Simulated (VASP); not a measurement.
# CdS (F-43m) in VASP: a series of runs

CdS is run at these levels: PBE; tasks: single point.

Everything below comes from runs of VASP 6.6.1. Logs are shortened: lines on timing, memory, paths and dates and some standing lists are left out, and cuts for length are marked.

## 1. The cell of the first run

It takes space group F-43m (No. 216, cubic). The conventional cell has a = 5.701 Å, b = 5.701 Å, c = 5.701 Å, α = 90.00°, β = 90.00°, γ = 90.00°. Cd (site symmetry -43m) has 4 S at 2.47 Å within 3.3 Å. Within 3.3 Å of S (site symmetry -43m) lie 4 Cd at 2.47 Å.

## 2. Single point, PBE

Input file INCAR:

```
  ALGO = Normal
  EDIFF = 1E-6
  ENCUT = 500
  GGA = PE
  GGA_COMPAT = F
  ISIF = 2
  ISMEAR = 0
  LASPH = T
  LCHARG = F
  LREAL = F
  LWAVE = F
  NBANDS = 16
  NELM = 120
  PREC = Accurate
  SIGMA = 0.01
```

Input file KPOINTS:

```
k-points
0
Gamma
  4 4 4
```

Input file POSCAR:

```
CdS
1.0
    0.0000000000      2.8505955800      2.8505955800
    2.8505955800      0.0000000000      2.8505955800
    2.8505955800      2.8505955800      0.0000000000
Cd S
1 1
Direct
    0.0000000000      0.0000000000      0.0000000000
    0.2500000000      0.2500000000      0.2500000000
```

Potentials or basis: VASP PAW PBE potentials, release 64 (Cd, S).

The run is started by

```
cat potpaw_PBE.64/Cd/POTCAR potpaw_PBE.64/S/POTCAR > POTCAR
mpirun -np 1 vasp_std > vasp.out
```

OUTCAR:

```text
EDIFF = 1E-6
   ENCUT = 500
   GGA = PE
   ISIF = 2
   ISMEAR = 0
   LASPH = T
   LREAL = F
   NELM = 120
   PREC = Accurate

 ion  position               nearest neighbor table
   1  0.000  0.000  0.000-   2 2.47   2 2.47   2 2.47   2 2.47
   2  0.250  0.250  0.250-   1 2.47   1 2.47   1 2.47   1 2.47

  LATTYP: Found a face centered cubic cell.
 ALAT       =     5.7011911600

  Lattice vectors:

 A1 = (   0.0000000000,   2.8505955800,   2.8505955800)
 A2 = (   2.8505955800,   0.0000000000,   2.8505955800)
 A3 = (   2.8505955800,   2.8505955800,   0.0000000000)

Analysis of symmetry for initial positions (statically):
=====================================================================
 Subroutine PRICEL returns:
 Original cell was already a primitive cell.

 Routine SETGRP: Setting up the symmetry group for a
 face centered cubic supercell.

 Subroutine GETGRP returns: Found 24 space group operations
 (whereof 24 operations were pure point group operations)
 out of a pool of 48 trial point group operations.

The static configuration has the point symmetry T_d .

Analysis of symmetry for dynamics (positions and initial velocities):
=====================================================================
 Subroutine PRICEL returns:
 Original cell was already a primitive cell.

 Routine SETGRP: Setting up the symmetry group for a
 face centered cubic supercell.

 Subroutine GETGRP returns: Found 24 space group operations
 (whereof 24 operations were pure point group operations)
 out of a pool of 48 trial point group operations.

The dynamic configuration has the point symmetry T_d .

 Subroutine INISYM returns: Found 24 space group operations
 (whereof 24 operations are pure point group operations),
 and found     1 'primitive' translations

----------------------------------------------------------------------------------------

                                     Primitive cell

  volume of cell :      46.3273

  direct lattice vectors                    reciprocal lattice vectors
     0.000000000  2.850595580  2.850595580    -0.175401942  0.175401942  0.175401942
     2.850595580  0.000000000  2.850595580     0.175401942 -0.175401942  0.175401942
     2.850595580  2.850595580  0.000000000     0.175401942  0.175401942 -0.175401942

  length of vectors
     4.031350930  4.031350930  4.031350930     0.303805075  0.303805075  0.303805075

  position of ions in fractional coordinates (direct lattice)
     0.000000000  0.000000000  0.000000000
     0.250000000  0.250000000  0.250000000

  ion indices of the primitive-cell ions
   primitive index   ion index
                 1           1
                 2           2

----------------------------------------------------------------------------------------

 KPOINTS: k-points

Automatic generation of k-mesh.
 Grid dimensions read from file:
 generate k-points for:    4    4    4

 Generating k-lattice:

  Cartesian coordinates                     Fractional coordinates (reciprocal lattice)
    -0.043850485  0.043850485  0.043850485     0.250000000  0.000000000  0.000000000
     0.043850485 -0.043850485  0.043850485     0.000000000  0.250000000  0.000000000
     0.043850485  0.043850485 -0.043850485     0.000000000  0.000000000  0.250000000

  Length of vectors
     0.075951269  0.075951269  0.075951269

  Shift w.r.t. Gamma in fractional coordinates (k-lattice)
     0.000000000  0.000000000  0.000000000

 Subroutine IBZKPT returns following result:
 ===========================================

 Found      8 irreducible k-points:

 Following reciprocal coordinates:
            Coordinates               Weight
  0.000000  0.000000  0.000000      1.000000
  0.250000  0.000000  0.000000      8.000000
  0.500000  0.000000  0.000000      4.000000
  0.250000  0.250000  0.000000      6.000000
  0.500000  0.250000  0.000000     24.000000
 -0.250000  0.250000  0.000000     12.000000
  0.500000  0.500000  0.000000      3.000000
 -0.250000  0.500000  0.250000      6.000000
   k-points           NKPTS =      8   k-points in BZ     NKDIM =      8   number of bands    NBANDS=     16
   number of dos      NEDOS =    301   number of ions     NIONS =      2
   total plane-waves  NPLWV =  27000
   dimension x,y,z NGX =    30 NGY =   30 NGZ =   30
   dimension x,y,z NGXF=    60 NGYF=   60 NGZF=   60
   ions per type =               1   1
   NGX,Y,Z   is equivalent  to a cutoff of  12.37, 12.37, 12.37 a.u.
   NGXF,Y,Z  is equivalent  to a cutoff of  24.74, 24.74, 24.74 a.u.
 SYSTEM =  unknown system
   PREC   = accura    normal or accurate (medium, high low for compatibility)
   ISTART =      0    job   : 0-new  1-cont  2-samecut
   ICHARG =      2    charge: 1-file 2-atom 10-const
   ISPIN  =      1    spin polarized calculation?
   LNONCOLLINEAR =      F non collinear calculations
   LSORBIT =      F    spin-orbit coupling
   LASPH  =      T    aspherical Exc in radial PAW
   ENCUT  =  500.0 eV  36.75 Ry    6.06 a.u.   7.35  7.35  7.35*2*pi/ulx,y,z
   NELM   =    120;   NELMIN=  2; NELMDL= -5     # of ELM steps
   EDIFF  = 0.1E-05   stopping-criterion for ELM
   LREAL  =      F    real-space projection
   EDIFFG = 0.1E-04   stopping-criterion for IOM
   NSW    =      0    number of steps for IOM
   IBRION =     -1    ionic relax: 0-MD 1-quasi-New 2-CG
   NFREE  =      0    steps in history (QN), initial steepest desc. (CG)
   ISIF   =      2    stress and relaxation
   ISYM   =      2    0-nonsym 1-usesym 2-fastsym
   POTIM  = 0.5000    time-step for ionic-motion
   TEBEG  =    0.0;   TEEND  =   0.0 temperature during run
   PSTRESS=    0.0 pullay stress
   NELECT =      18.0000    total number of electrons
   NUPDOWN=      -1.0000    fix difference up-down
   EMIN   =  10.00;   EMAX   =-10.00  energy-range for DOS
   EFERMI =   0.00;   METHOD = LEGACY
   ISMEAR =     0;   SIGMA  =   0.01  broadening in eV -4-tet -1-fermi 0-gaus
   EFERMI_NEDOS =   21; number of points for ismear=-14 and -15
   IALGO  =     38    algorithm
   IMIX   =      4    mixing-type and parameters
     AMIX     =   0.40;   BMIX     =  1.00
     AMIX_MAG =   1.60;   BMIX_MAG =  1.00
  volume/ion in A,a.u.               =      23.16       156.32
  Fermi-wavevector in a.u.,A,eV,Ry     =   1.194593  2.257454 19.416236  1.427053
  Thomas-Fermi vector in A             =   2.330580
   LORBIT       =      0    0 simple, 1 ext, 2 COOP (PROOUT), +10 PAW based schemes
   GGA     = PE    functional components
   LHFCALC =     F    Hartree Fock is set to
   AEXX    =    0.0000 exact exchange contribution
   IVDW    =     0    specifies the selected vdW correction
   LEPSILON=     F    determine dielectric tensor
   LRPA    =     F    only Hartree local field effects (RPA)
 non-spin polarized calculation
 Gauss-broadening in eV      SIGMA  =   0.01
  energy-cutoff  :      500.00
  volume of cell :       46.33
 maximum number of plane-waves:      1243
 NGX is ok and might be reduce to    30
   NGX = 15   NGY = 15   NGZ = 15

 number of electron      18.0000002 magnetization

 Free energy of the ion-electron system (eV)
  ---------------------------------------------------
  ext. energy  EPLUGINS =         0.00000000
  ---------------------------------------------------
  free energy    TOTEN  =        -5.96564307 eV

  energy without entropy =       -5.96564307  energy(sigma->0) =       -5.96564307

 E-fermi :   2.0073     XC(G=0):  -9.4657

 val. band max:        1.9568940284   @ k =   0.0000   0.0000   0.0000
 cond. band min:       3.2427885725   @ k =   0.0000   0.0000   0.0000
 fundamental gap:      1.2858945441
 Fermi energy:         2.0072569499

 k-point     1 :       0.0000    0.0000    0.0000
  band No.  band energies     occupation
      1     -10.8605      2.00000
      2      -6.0741      2.00000
      3      -6.0741      2.00000
      4      -6.0741      2.00000
      5      -5.4966      2.00000
      6      -5.4966      2.00000
[... 8 lines left out ...]
     15      13.5220      0.00000
     16      13.7611      0.00000

 k-point     2 :       0.2500    0.0000    0.0000
  band No.  band energies     occupation
      1     -10.6133      2.00000
      2      -5.9894      2.00000
      3      -5.9894      2.00000
      4      -5.8078      2.00000
      5      -5.4918      2.00000
      6      -5.4918      2.00000
[... 8 lines left out ...]
     15      12.6541      0.00000
     16      13.4485      0.00000

 k-point     3 :       0.5000    0.0000    0.0000
  band No.  band energies     occupation
      1     -10.3663      2.00000
      2      -5.9314      2.00000
      3      -5.9314      2.00000
      4      -5.4503      2.00000
      5      -5.4503      2.00000
      6      -5.0497      2.00000
[... 8 lines left out ...]
     15      14.6395      0.00000
     16      14.6395      0.00000

 k-point     4 :       0.2500    0.2500    0.0000
  band No.  band energies     occupation
      1     -10.5330      2.00000
      2      -5.9008      2.00000
      3      -5.8843      2.00000
      4      -5.8843      2.00000
      5      -5.5225      2.00000
      6      -5.4433      2.00000
[... 8 lines left out ...]
     15      13.8640      0.00000
     16      17.0220      0.00000

 k-point     5 :       0.5000    0.2500    0.0000
  band No.  band energies     occupation
      1     -10.2919      2.00000
      2      -5.8738      2.00000
      3      -5.7900      2.00000
      4      -5.6145      2.00000
      5      -5.4322      2.00000
      6      -5.0212      2.00000
[... 8 lines left out ...]
     15      14.7472      0.00000
     16      15.8718      0.00000

 k-point     6 :      -0.2500    0.2500    0.0000
  band No.  band energies     occupation
      1     -10.3706      2.00000
      2      -5.8958      2.00000
      3      -5.8762      2.00000
      4      -5.5394      2.00000
      5      -5.5119      2.00000
      6      -5.2247      2.00000
[... 8 lines left out ...]
     15      14.6234      0.00000
     16      15.5575      0.00000

 k-point     7 :       0.5000    0.5000    0.0000
  band No.  band energies     occupation
      1     -10.2141      2.00000
      2      -5.8449      2.00000
      3      -5.6531      2.00000
      4      -5.6531      2.00000
      5      -5.3895      2.00000
      6      -4.9803      2.00000
[... 8 lines left out ...]
     15      14.3190      0.00000
     16      15.6194      0.00000

 k-point     8 :      -0.2500    0.5000    0.2500
  band No.  band energies     occupation
      1     -10.2164      2.00000
      2      -5.8090      2.00000
      3      -5.7686      2.00000
      4      -5.5440      2.00000
      5      -5.4929      2.00000
      6      -4.7422      2.00000
[... 8 lines left out ...]
     15      15.4298      0.00000
     16      15.4772      0.00000

------------------------ aborting loop because EDIFF is reached ----------------------------------------

  FORCE on cell =-STRESS in cart. coord.  units (eV):
  Direction    XX          YY          ZZ          XY          YZ          ZX
  --------------------------------------------------------------------------------------
  -------------------------------------------------------------------------------------
  Total        2.5438292      2.5438292      2.5438292     -0.0000000     -0.0000000      0.0000000
  in kB       87.9754922     87.9754922     87.9754922     -0.0000000     -0.0000000      0.0000000
  external PRESSURE =      87.9754922 kB  Pullay stress =       0.0000000 kB

 VOLUME and BASIS-vectors are now :
 -----------------------------------------------------------------------------
  energy-cutoff  :      500.00
  volume of cell :       46.33
      direct lattice vectors                 reciprocal lattice vectors
     0.000000000  2.850595580  2.850595580    -0.175401942  0.175401942  0.175401942
     2.850595580  0.000000000  2.850595580     0.175401942 -0.175401942  0.175401942
     2.850595580  2.850595580  0.000000000     0.175401942  0.175401942 -0.175401942

 POSITION                                       TOTAL-FORCE (eV/Angst)
 -----------------------------------------------------------------------------------
      0.00000      0.00000      0.00000         0.000000      0.000000     -0.000000
      1.42530      1.42530      1.42530        -0.000000     -0.000000      0.000000
 -----------------------------------------------------------------------------------
    total drift:                               -0.000000     -0.000000     -0.000000

  FREE ENERGIE OF THE ION-ELECTRON SYSTEM (eV)
  ---------------------------------------------------
  free  energy   TOTEN  =        -5.9656430693 eV

  energy  without entropy=       -5.9656430693  energy(sigma->0) =       -5.96564307
```

It took 8.9 s on 1 thread of AMD EPYC 7R13 (Zen 3), shared host; peak memory 0.13 GiB.

Results:

```yaml
Free_energy: -5.9656 eV
Pressure: 8.8 GPa
Band_gap_on_the_k_mesh: 1.29 eV, direct
```

Caveat: the k points lie up to 0.48 Å⁻¹ apart. As with any semilocal functional, this PBE gap is likely too small.

## 3. Single point, PBE

Input file INCAR:

```
SYSTEM = CdS
  PREC = Accurate
  ENCUT = 500
  EDIFF = 1E-6
  ISMEAR = 0
  SIGMA = 0.01
  LREAL = .FALSE.
  LASPH = .TRUE.
  NELM = 120
  ALGO = Normal
  ISIF = 2
  LWAVE = .FALSE.
  LCHARG = .FALSE.
  GGA = PE
  NBANDS = 16
  GGA_COMPAT = .FALSE.
```

Input file KPOINTS:

```
regular mesh
0
G
  4 4 4
  0 0 0
```

POSCAR is that of step 2.

Potentials or basis: VASP PAW PBE potentials, release 64 (Cd, S).

The run is started by

```
cat potpaw_PBE.64/Cd/POTCAR potpaw_PBE.64/S/POTCAR > POTCAR
mpirun -np 1 vasp_std > vasp.out
```

It took 9.7 s on 1 thread of AMD EPYC 7R13 (Zen 3), shared host; peak memory 0.13 GiB.

Results (log left out):

| Item | Value |
| --- | --- |
| Free energy | -5.9656 eV |
| Pressure | 8.8 GPa |
| Band gap on the k mesh | 1.29 eV, direct |

Levels at points of the mesh, in eV from the valence-band top:
```csv
k point,band 7,band 8,band 9,band 10,band 11,band 12
"(0.00, 0.00, 0.00)",0.00,0.00,0.00,1.29,6.50,6.50
"(0.50, 0.00, 0.00)",-4.85,-0.86,-0.86,3.10,6.99,6.99
"(0.50, 0.50, 0.00)",-4.28,-2.14,-2.14,3.41,4.40,9.54
```

Caveat: the k points lie up to 0.48 Å⁻¹ apart. PBE gaps usually lie below the measured ones, often by a third to a half.
